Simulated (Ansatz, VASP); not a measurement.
**Two plane-wave programs on TlH**

Contents of INCAR:

```
PREC = Accurate ; ENCUT = 520
EDIFF = 1E-6 ; ISMEAR = 0
SIGMA = 0.01 ; LREAL = F
LASPH = T ; NELM = 150
ALGO = Normal ; ISIF = 2
LWAVE = F ; LCHARG = F
LNONCOLLINEAR = T ; MAGMOM = 0 0 0 0 0 0
LORBIT = 11 ; LSORBIT = T
GGA_COMPAT = F ; LORBMOM = T
GGA = PE ; NBANDS = 26
```

File KPOINTS:

```
Automatic mesh
0
Gamma
  1 1 1
```

The input POSCAR:

```
TlH
1.0
    9.0000000000      0.0000000000      0.0000000000
    0.0000000000      9.0000000000      0.0000000000
    0.0000000000      0.0000000000     10.9400000000
Tl H
1 1
Direct
    0.5000000000      0.5000000000      0.4113345500
    0.5000000000      0.5000000000      0.5889259600
```

Input for Ansatz:

```yaml
crystal:
  lattice:
    - [9.0, 0.0, 0.0]
    - [0.0, 9.0, 0.0]
    - [0.0, 0.0, 10.94]
  atoms:
    - { symbol: Tl, position: [0.5, 0.5, 0.41133455] }
    - { symbol: H, position: [0.5, 0.5, 0.58892596] }
basis:
  ecutwfc: 420
  ecutrho_ratio: 4
kpoints:
  mp_grid: { grid: [1, 1, 1] }
hamiltonian:
  xc: pbe
scf:
  occupations: { method: gaussian, width: 0.01 }
output:
  forces: true
  eigenvalues: true
  populations: true
  write_density: true
  write_potential: true
  elf: true
  volumetric_format: npy
magnetization:
  noncollinear: true
  spin_orbit: true
```

Alike in both runs: task single point; functional PBE; k mesh 1 × 1 × 1; occupations gaussian, width 0.01 eV; non-collinear spin, spin-orbit coupling.

```csv
,VASP,Ansatz
version,VASP 6.6.1,Ansatz 0.2.0
potentials or method,"VASP PAW PBE potentials, release 64 (Tl_d, H), cutoff 520 eV","plane waves, PAW"
valence electrons in the cell,14,14
```

```csv
,VASP,Ansatz,Ansatz less VASP
rms of the force components (eV/Å),0.110,0.144,+0.0341
net moment per atom (μB),0.00,0.00,0.000
```

Atom by atom the forces differ by 0.034 eV/Å (rms over components). The functional is the same, so the differences come from potentials, cutoffs and numerics. Ansatz's warnings: xc potential rough in thin density.
